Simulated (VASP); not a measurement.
# ZnS (I-4m2) in VASP: a series of runs

ZnS is run at these levels: PBE; tasks: single point.

Program: VASP 6.6.1. These are calculated values, not measurements. Logs are shortened: lines on timing, memory, paths and dates and some standing lists are left out, and cuts for length are marked.

## (1) The cell of the first run

Symmetry: I-4m2, No. 119, tetragonal system. Conventional cell: a = 3.787 Å, b = 3.787 Å, c = 5.409 Å, α = 90.00°, β = 90.00°, γ = 90.00°. Zn (site symmetry -4m2) has 4 S at 2.33 Å within 3.1 Å. Within 3.1 Å of S (site symmetry -4m2) lie 4 Zn at 2.33 Å.

## (2) Single point, PBE (equal xx and yy strain of -1 %)

Input file INCAR:

```
ALGO = Normal
EDIFF = 1E-7
ENCUT = 520
GGA = PE
ISIF = 2
ISMEAR = -1
LASPH = True
LCHARG = False
LREAL = False
LWAVE = False
NBANDS = 16
NELM = 60
PREC = Accurate
SIGMA = 0.01
```

Input file KPOINTS:

```
k-points
0
Gamma
  8 8 8
```

Input file POSCAR:

```
ZnS
1.0
    0.0000000000      2.6776035000      2.7046500000
    2.6776035000      0.0000000000      2.7046500000
    2.6776035000      2.6776035000      0.0000000000
Zn S
1 1
Direct
    0.0000000000      0.0000000000      0.0000000000
    0.7500000000      0.7500000000      0.7500000000
```

Potentials or basis: VASP PAW PBE potentials, release 64 (Zn, S).

Started as:

```console
$ cat potpaw_PBE.64/Zn/POTCAR potpaw_PBE.64/S/POTCAR > POTCAR
$ mpirun -np 1 vasp_std > vasp.out
```

OUTCAR:

```text
EDIFF = 1E-7
   ENCUT = 520
   GGA = PE
   ISIF = 2
   ISMEAR = -1
   LASPH = True
   LREAL = False
   NELM = 60
   PREC = Accurate

 ion  position               nearest neighbor table
   1  0.000  0.000  0.000-   2 2.33   2 2.33   2 2.33   2 2.33
   2  0.750  0.750  0.750-   1 2.33   1 2.33   1 2.33   1 2.33

  LATTYP: Found a body centered tetragonal cell.
 ALAT       =     3.7867031844
 C/A-ratio  =     1.4284985479

  Lattice vectors:

 A1 = (  -2.6776035000,   0.0000000000,   2.7046500000)
 A2 = (   2.6776035000,   0.0000000000,   2.7046500000)
 A3 = (   0.0000000000,   2.6776035000,  -2.7046500000)

Analysis of symmetry for initial positions (statically):
=====================================================================
 Subroutine PRICEL returns:
 Original cell was already a primitive cell.

 Routine SETGRP: Setting up the symmetry group for a
 body centered tetragonal supercell.

 Subroutine GETGRP returns: Found  8 space group operations
 (whereof  8 operations were pure point group operations)
 out of a pool of 16 trial point group operations.

The static configuration has the point symmetry D_2d.

Analysis of symmetry for dynamics (positions and initial velocities):
=====================================================================
 Subroutine PRICEL returns:
 Original cell was already a primitive cell.

 Routine SETGRP: Setting up the symmetry group for a
 body centered tetragonal supercell.

 Subroutine GETGRP returns: Found  8 space group operations
 (whereof  8 operations were pure point group operations)
 out of a pool of 16 trial point group operations.

The dynamic configuration has the point symmetry D_2d.

 Subroutine INISYM returns: Found  8 space group operations
 (whereof  8 operations are pure point group operations),
 and found     1 'primitive' translations

----------------------------------------------------------------------------------------

                                     Primitive cell

  volume of cell :      38.7823

  direct lattice vectors                    reciprocal lattice vectors
     0.000000000  2.677603500  2.704650000    -0.186734145  0.186734145  0.184866803
     2.677603500  0.000000000  2.704650000     0.186734145 -0.186734145  0.184866803
     2.677603500  2.677603500  0.000000000     0.186734145  0.186734145 -0.184866803

  length of vectors
     3.805876000  3.805876000  3.786703184     0.322358522  0.322358522  0.322358522

  position of ions in fractional coordinates (direct lattice)
     0.000000000  0.000000000  0.000000000
[... 77 lines left out ...]
   NELM   =     60;   NELMIN=  2; NELMDL= -5     # of ELM steps
   EDIFF  = 0.1E-06   stopping-criterion for ELM
   LREAL  =      F    real-space projection
   EDIFFG = 0.1E-05   stopping-criterion for IOM
   NSW    =      0    number of steps for IOM
   IBRION =     -1    ionic relax: 0-MD 1-quasi-New 2-CG
   NFREE  =      0    steps in history (QN), initial steepest desc. (CG)
   ISIF   =      2    stress and relaxation
   ISYM   =      2    0-nonsym 1-usesym 2-fastsym
   POTIM  = 0.5000    time-step for ionic-motion
   TEBEG  =    0.0;   TEEND  =   0.0 temperature during run
   PSTRESS=    0.0 pullay stress
   NELECT =      18.0000    total number of electrons
   NUPDOWN=      -1.0000    fix difference up-down
   EMIN   =  10.00;   EMAX   =-10.00  energy-range for DOS
   EFERMI =   0.00;   METHOD = LEGACY
   ISMEAR =    -1;   SIGMA  =   0.01  broadening in eV -4-tet -1-fermi 0-gaus
   EFERMI_NEDOS =   21; number of points for ismear=-14 and -15
   IALGO  =     38    algorithm
   IMIX   =      4    mixing-type and parameters
     AMIX     =   0.40;   BMIX     =  1.00
     AMIX_MAG =   1.60;   BMIX_MAG =  1.00
  volume/ion in A,a.u.               =      19.39       130.86
  Fermi-wavevector in a.u.,A,eV,Ry     =   1.267519  2.395264 21.859179  1.606604
  Thomas-Fermi vector in A             =   2.400663
   LORBIT       =      0    0 simple, 1 ext, 2 COOP (PROOUT), +10 PAW based schemes
   GGA     = PE    functional components
   LHFCALC =     F    Hartree Fock is set to
   AEXX    =    0.0000 exact exchange contribution
   IVDW    =     0    specifies the selected vdW correction
   LEPSILON=     F    determine dielectric tensor
   LRPA    =     F    only Hartree local field effects (RPA)
 non-spin polarized calculation
  energy-cutoff  :      520.00
  volume of cell :       38.78
 maximum number of plane-waves:      1056
   NGX = 15   NGY = 15   NGZ = 15

 number of electron      18.0000012 magnetization

 Free energy of the ion-electron system (eV)
  ---------------------------------------------------
  ext. energy  EPLUGINS =         0.00000000
  ---------------------------------------------------
  free energy    TOTEN  =        -6.83643281 eV

  energy without entropy =       -6.83643281  energy(sigma->0) =       -6.83643281

 E-fermi :   2.5579     XC(G=0):  -9.7110

 val. band max:        2.2804965587   @ k =   0.0000   0.0000   0.0000
 cond. band min:       4.4583743621   @ k =   0.0000   0.0000   0.0000
 fundamental gap:      2.1778778034
 Fermi energy:         2.5579001216

 k-point     1 :       0.0000    0.0000    0.0000
  band No.  band energies     occupation
      1     -10.9927      2.00000
      2      -4.1442      2.00000
      3      -4.1380      2.00000
      4      -4.1380      2.00000
      5      -3.6230      2.00000
      6      -3.6198      2.00000
[... 433 lines left out ...]
      3      -4.0062      2.00000
      4      -3.9520      2.00000
      5      -3.6194      2.00000
      6      -3.5860      2.00000
[... 8 lines left out ...]
     15      15.0046      0.00000
     16      15.4233      0.00000

 [... further k-points ...]

------------------------ aborting loop because EDIFF is reached ----------------------------------------

  FORCE on cell =-STRESS in cart. coord.  units (eV):
  Direction    XX          YY          ZZ          XY          YZ          ZX
  --------------------------------------------------------------------------------------
  -------------------------------------------------------------------------------------
  Total        0.7906207      0.7906207      0.6932089      0.0000000      0.0000000      0.0000000
  in kB       32.6621794     32.6621794     28.6378957      0.0000000      0.0000000      0.0000000
  external PRESSURE =      31.3207515 kB  Pullay stress =       0.0000000 kB

 VOLUME and BASIS-vectors are now :
 -----------------------------------------------------------------------------
  energy-cutoff  :      520.00
  volume of cell :       38.78
      direct lattice vectors                 reciprocal lattice vectors
     0.000000000  2.677603500  2.704650000    -0.186734145  0.186734145  0.184866803
     2.677603500  0.000000000  2.704650000     0.186734145 -0.186734145  0.184866803
     2.677603500  2.677603500  0.000000000     0.186734145  0.186734145 -0.184866803

 POSITION                                       TOTAL-FORCE (eV/Angst)
 -----------------------------------------------------------------------------------
      0.00000      0.00000      0.00000        -0.000000     -0.000000      0.000000
      4.01641      4.01641      4.05697         0.000000      0.000000     -0.000000
 -----------------------------------------------------------------------------------
    total drift:                               -0.000001     -0.000001     -0.000001

  FREE ENERGIE OF THE ION-ELECTRON SYSTEM (eV)
  ---------------------------------------------------
  free  energy   TOTEN  =        -6.8364328146 eV

  energy  without entropy=       -6.8364328146  energy(sigma->0) =       -6.83643281
```

It took 38 s on 1 thread of AMD EPYC 7R43 (Zen 3), shared host; peak memory 0.14 GiB.

Results:

| Quantity | Value |
| --- | --- |
| Free energy | -6.8364 eV |
| Pressure | 3.1 GPa |
| Band gap on the k mesh | 2.18 eV, direct |

Caveat: the cell differs from its parent crystal (equal xx and yy strain of -1 %).

## (3) Single point, PBE (zz strain of -1 %)

Input file INCAR:

```
SYSTEM = ZnS
PREC = Accurate
ENCUT = 520
EDIFF = 1E-6
ISMEAR = -1
SIGMA = 0.01
LREAL = .FALSE.
LASPH = .TRUE.
NELM = 80
ALGO = Normal
ISIF = 2
LWAVE = .FALSE.
LCHARG = .FALSE.
GGA = PE
NBANDS = 16
```

Input file KPOINTS:

```
regular mesh
0
G
  8 8 8
  0 0 0
```

Input file POSCAR:

```
ZnS
1.0
    0.0000000000      2.7046500000      2.6776035000
    2.7046500000      0.0000000000      2.6776035000
    2.7046500000      2.7046500000      0.0000000000
Zn S
1 1
Direct
    0.0000000000      0.0000000000      0.0000000000
    0.7500000000      0.7500000000      0.7500000000
```

Potentials or basis: VASP PAW PBE potentials, release 64 (Zn, S).

Started as:

```console
$ cat potpaw_PBE.64/Zn/POTCAR potpaw_PBE.64/S/POTCAR > POTCAR
$ mpirun -np 1 vasp_std > vasp.out
```

Run time: 36 s. Hardware: 1 thread of AMD EPYC 7R43 (Zen 3), shared host; peak memory 0.14 GiB.

It converged, with:

```
Free energy            : -6.8432 eV
Pressure               : 2.3 GPa
Band gap on the k mesh : 2.12 eV, direct
```

Stress tensor (GPa, compression positive):
```
2.19 0.00 0.00
0.00 2.19 0.00
0.00 0.00 2.58
```

Levels at points of the mesh, in eV from the valence-band top:
```tsv
k point	band 7	band 8	band 9	band 10	band 11	band 12
(0.00, 0.00, 0.00)	-0.03	-0.03	0.00	2.12	6.37	6.37
(0.50, 0.00, 0.00)	-5.36	-0.93	-0.87	3.30	6.86	6.95
(0.50, 0.50, 0.00)	-4.57	-2.30	-2.30	3.33	3.99	11.08
(0.50, 0.00, 0.50)	-4.63	-2.26	-2.24	3.38	4.08	10.97
```

Caveat: the cell differs from its parent crystal (zz strain of -1 %).

## (4) Single point, PBE (zz strain of +1 %)

Input file INCAR:

```
SYSTEM = ZnS
PREC = Accurate ; ENCUT = 520
EDIFF = 1E-6 ; ISMEAR = -1
SIGMA = 0.01 ; LREAL = .FALSE.
LASPH = .TRUE. ; NELM = 100
ALGO = Normal ; ISIF = 2
LWAVE = .FALSE. ; LCHARG = .TRUE.
GGA = PE ; LELF = .TRUE.
LVHAR = .TRUE. ; NBANDS = 16
```

KPOINTS is that of step 3.

Input file POSCAR:

```
ZnS
1.0
    0.0000000000      2.7046500000      2.7316965000
    2.7046500000      0.0000000000      2.7316965000
    2.7046500000      2.7046500000      0.0000000000
Zn S
1 1
Direct
    0.0000000000      0.0000000000      0.0000000000
    0.7500000000      0.7500000000      0.7500000000
```

Started as:

```console
$ cat potpaw_PBE.64/Zn/POTCAR potpaw_PBE.64/S/POTCAR > POTCAR
$ mpirun -np 1 vasp_std > vasp.out
```

It took 39 s on 1 thread of AMD EPYC 7R43 (Zen 3), shared host; peak memory 0.15 GiB.

It converged, with:

```yaml
Free_energy: -6.8509 eV
Pressure: 0.8 GPa
Band_gap_on_the_k_mesh: 2.05 eV, direct
```

Stress tensor (GPa, compression positive):
```
0.93 0.00 0.00
0.00 0.93 0.00
0.00 0.00 0.51
```

Levels at points of the mesh, in eV from the valence-band top:
```tsv
k point	band 7	band 8	band 9	band 10	band 11	band 12
(0.00, 0.00, 0.00)	-0.04	0.00	0.00	2.05	6.39	6.39
(0.50, 0.00, 0.00)	-5.22	-0.89	-0.83	3.27	6.88	6.96
(0.50, 0.50, 0.00)	-4.56	-2.15	-2.15	3.46	4.13	10.80
(0.50, 0.00, 0.50)	-4.50	-2.21	-2.19	3.41	4.03	10.91
```

Caveat: the cell differs from its parent crystal (zz strain of +1 %).

## (5) Single point, PBE (zz strain of +2 %)

Input file INCAR:

```
  ALGO = Normal
  EDIFF = 1E-6
  ENCUT = 520
  GGA = PE
  ISIF = 2
  ISMEAR = -1
  LASPH = True
  LCHARG = True
  LELF = True
  LREAL = False
  LVHAR = True
  LWAVE = False
  NBANDS = 16
  NELM = 100
  PREC = Accurate
  SIGMA = 0.01
```

Input file KPOINTS:

```
k-points
0
Gamma
  8 8 8
```

Input file POSCAR:

```
ZnS
1.0
    0.0000000000      2.7046500000      2.7587430000
    2.7046500000      0.0000000000      2.7587430000
    2.7046500000      2.7046500000      0.0000000000
Zn S
1 1
Direct
    0.0000000000      0.0000000000      0.0000000000
    0.7500000000      0.7500000000      0.7500000000
```

Started as:

```console
$ cat potpaw_PBE.64/Zn/POTCAR potpaw_PBE.64/S/POTCAR > POTCAR
$ mpirun -np 1 vasp_std > vasp.out
```

It took 40 s on 1 thread of AMD EPYC 7R43 (Zen 3), shared host; peak memory 0.15 GiB.

It converged, with:

```
Free energy            : -6.8510 eV
Pressure               : 0.1 GPa
Band gap on the k mesh : 1.99 eV, direct
```

Stress tensor (GPa, compression positive):
```
 0.36  0.00  0.00
 0.00  0.36  0.00
 0.00  0.00 -0.48
```

Levels at points of the mesh, in eV from the valence-band top:
```tsv
k point	band 5	band 6	band 7	band 8	band 9	band 10	band 11	band 12	band 13	band 14
(0.00, 0.00, 0.00)	-5.81	-5.80	-0.07	0.00	0.00	1.99	6.39	6.39	6.39	11.52
(0.50, 0.00, 0.00)	-5.77	-5.61	-5.16	-0.91	-0.80	3.24	6.84	7.00	8.77	12.04
(0.50, 0.50, 0.00)	-5.74	-5.62	-4.57	-2.09	-2.09	3.50	4.18	10.65	11.82	11.82
(0.50, 0.00, 0.50)	-5.73	-5.59	-4.45	-2.21	-2.17	3.40	3.99	10.86	11.68	11.84
```

Caveat: the cell differs from its parent crystal (zz strain of +2 %).

## (6) Single point, PBE (zz strain of +3 %)

Input file INCAR:

```
SYSTEM = ZnS
ALGO = Normal
EDIFF = 1E-7
ENCUT = 520
GGA = PE
ISIF = 2
ISMEAR = -1
LASPH = .TRUE.
LCHARG = .FALSE.
LREAL = .FALSE.
LWAVE = .FALSE.
NBANDS = 16
NELM = 60
PREC = Accurate
SIGMA = 0.01
```

Input file KPOINTS:

```
k-points
0
G
  8 8 8
  0 0 0
```

Input file POSCAR:

```
ZnS
1.0
    0.0000000000      2.7046500000      2.7857895000
    2.7046500000      0.0000000000      2.7857895000
    2.7046500000      2.7046500000      0.0000000000
Zn S
1 1
Direct
    0.0000000000      0.0000000000      0.0000000000
    0.7500000000      0.7500000000      0.7500000000
```

Potentials or basis: VASP PAW PBE potentials, release 64 (Zn, S).

Started as:

```console
$ cat potpaw_PBE.64/Zn/POTCAR potpaw_PBE.64/S/POTCAR > POTCAR
$ mpirun -np 1 vasp_std > vasp.out
```

Run time: 37 s. Hardware: 1 thread of AMD EPYC 7R43 (Zen 3), shared host; peak memory 0.15 GiB.

It converged, with:

* Free energy: -6.8487 eV
* Pressure: -0.6 GPa
* Band gap on the k mesh: 1.93 eV, direct

Stress tensor (GPa, compression positive):
```
-0.16  0.00  0.00
 0.00 -0.16  0.00
 0.00  0.00 -1.44
```

Levels at points of the mesh, in eV from the valence-band top:
```csv
k point,band 5,band 6,band 7,band 8,band 9,band 10,band 11,band 12,band 13,band 14
"(0.00, 0.00, 0.00)",-5.79,-5.79,-0.11,0.00,0.00,1.93,6.39,6.39,6.39,11.39
"(0.50, 0.00, 0.00)",-5.76,-5.60,-5.11,-0.93,-0.77,3.20,6.80,7.03,8.72,11.98
"(0.50, 0.50, 0.00)",-5.72,-5.62,-4.58,-2.04,-2.04,3.54,4.22,10.50,11.75,11.75
"(0.50, 0.00, 0.50)",-5.72,-5.57,-4.41,-2.21,-2.16,3.40,3.95,10.82,11.54,11.78
```

Caveat: the cell differs from its parent crystal (zz strain of +3 %).

## (7) The runs side by side

```csv
cell,gap on the mesh (eV),pressure (GPa)
"a = 3.806, b = 3.806, c = 3.787 Å, angles 60.2, 60.2, 59.7°, 2 atoms",2.18,3.1
"a = 3.806, b = 3.806, c = 3.825 Å, angles 59.8, 59.8, 60.3°, 2 atoms",2.12,2.3
"a = 3.844, b = 3.844, c = 3.825 Å, angles 60.2, 60.2, 59.7°, 2 atoms",2.05,0.8
"a = 3.863, b = 3.863, c = 3.825 Å, angles 60.3, 60.3, 59.3°, 2 atoms",1.99,0.1
"a = 3.883, b = 3.883, c = 3.825 Å, angles 60.5, 60.5, 59.0°, 2 atoms",1.93,-0.6
```

Alike in all rows: task single point; level PBE; potentials or basis VASP PAW PBE potentials, release 64 (Zn, S); no spin polarisation; k mesh 8 × 8 × 8; cutoff (eV) 520; smearing fermi-dirac 0.01 eV.

Absolute energies hang on the potentials; compare differences alone.
